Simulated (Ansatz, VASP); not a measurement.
RbCl: VASP beside Ansatz

The input INCAR:

```
SYSTEM = RbCl
PREC     = Accurate       ! precision mode
ENCUT    = 500            ! plane-wave cutoff, eV
EDIFF    = 1E-6           ! SCF threshold, eV
ISMEAR   = 0              ! smearing method
SIGMA    = 0.01           ! smearing width, eV
LREAL    = .False.        ! projectors in reciprocal space
LASPH    = .True.         ! aspherical terms in the spheres
NELM     = 120            ! most SCF steps
ALGO     = Normal         ! electronic algorithm
ISIF     = 2              ! what is computed and relaxed
LWAVE    = .False.        ! write WAVECAR
LCHARG   = .True.         ! write CHGCAR
LELF     = .True.         ! ELF
LVHAR    = .True.       
NBANDS   = 15             ! bands
GGA_COMPAT= .False.
```

KPOINTS

```
regular mesh
0
Gamma
  6 6 6
  0 0 0
```

The input POSCAR:

```
RbCl
1.0
    0.0000000000      3.1885419031      3.1725991936
    3.1885419031      0.0000000000      3.1725991936
    3.1885419031      3.1885419031      0.0000000000
Rb Cl
1 1
Direct
    0.0000000000      0.0000000000      0.0000000000
    0.5000000000      0.5000000000      0.5000000000
```

Input for Ansatz:

```yaml
crystal:
  lattice:
    - [0.0, 3.18854190311, 3.17259919359]
    - [3.18854190311, 0.0, 3.17259919359]
    - [3.18854190311, 3.18854190311, 0.0]
  atoms:
    - { symbol: Rb, position: [0.0, 0.0, 0.0] }
    - { symbol: Cl, position: [0.5, 0.5, 0.5] }
kpoints:
  mp_grid: { grid: [6, 6, 6] }
scf:
  occupations: { method: fixed }
  convergence: { dr2_threshold: 1.0e-10 }
hamiltonian:
  xc: lda
  pseudopotentials: { kind: all_electron, lapw: { basis_error: 0.0005 } }
output:
  forces: true
  stress: true
  eigenstates:
    kpoints:
      - [0.0, 0.0, 0.0]
      - [-0.5, 0.0, -0.5]
      - [0.0, -0.5, -0.5]
      - [-0.5, -0.5, 0.0]
      - [-0.5, 0.0, 0.0]
      - [0.0, -0.5, 0.0]
      - [0.0, 0.0, -0.5]
      - [-0.5, -0.5, -0.5]
  eigenvalues: true
```

Change from the starting cell: z stretched by -0.5 %, x and y held.

Alike in both runs: task single point; functional LDA; k mesh 6 × 6 × 6; no spin polarisation.

```csv
,VASP,Ansatz
version,VASP 6.6.1,Ansatz 0.2.0
potentials or method,"VASP PAW LDA potentials, release 64 (Rb_sv, Cl), cutoff 500 eV","all-electron LAPW, scalar-relativistic"
occupations,"gaussian, width 0.01 eV",fixed
```

|  | VASP | Ansatz | Ansatz less VASP |
| --- | --- | --- | --- |
| gap on the k mesh at the Fermi level (eV) | 4.87 | 4.86 | -0.005 |
| pressure (GPa) | 0.2 | 0.1 | -0.04 |
| traceless stress, the component that is largest in VASP (GPa) | 0.17 | 0.16 | -0.003 |

LDA's correlation is that of Perdew and Zunger in VASP and of Perdew and Wang (1992) in Ansatz. Ansatz ran all-electron here, and VASP with PAW potentials.
